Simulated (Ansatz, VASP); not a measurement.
One calculation of Fe2Co, two programs

```
Fe Co
1.0
     0.00000    4.76595    4.76595
     4.76595    0.00000    4.76595
     4.76595    4.76595    0.00000
Fe Co
4 2
Direct
  0.12500 0.12500 0.12500
  0.62500 0.12500 0.12500
  0.12500 0.12500 0.62500
  0.12500 0.62500 0.12500
  0.00000 0.00000 0.00000
  0.25000 0.25000 0.25000
```

Alike in both runs: functional PBE; k mesh 8 × 8 × 8; occupations gaussian, width 0.1 eV; no spin polarisation.

Ansatz relaxed the structure, and its values are those at the end. VASP's run is a single point on that final structure, the one shown.

|  | VASP | Ansatz |
| --- | --- | --- |
| version | VASP 6.6.1 | Ansatz 0.2.0 |
| potentials or method | VASP PAW PBE potentials, release 64 (Fe, Co), cutoff 520 eV | scalar-relativistic, plane waves, PAW |
| valence electrons in the cell | 50 | 98 |

|  | VASP | Ansatz | Ansatz less VASP |
| --- | --- | --- | --- |
| gap on the k mesh at the Fermi level (eV) | none | none | - |
| pressure (GPa) | -0.3 | 0.0 | +0.32 |

A gap of «none» marks a metal or a gap that the smearing closes. The functional is the same, so the differences come from potentials, cutoffs and numerics. VASP's potentials hold 50 valence electrons a cell and Ansatz's 98, so a difference there can come from the potentials and not from the codes.
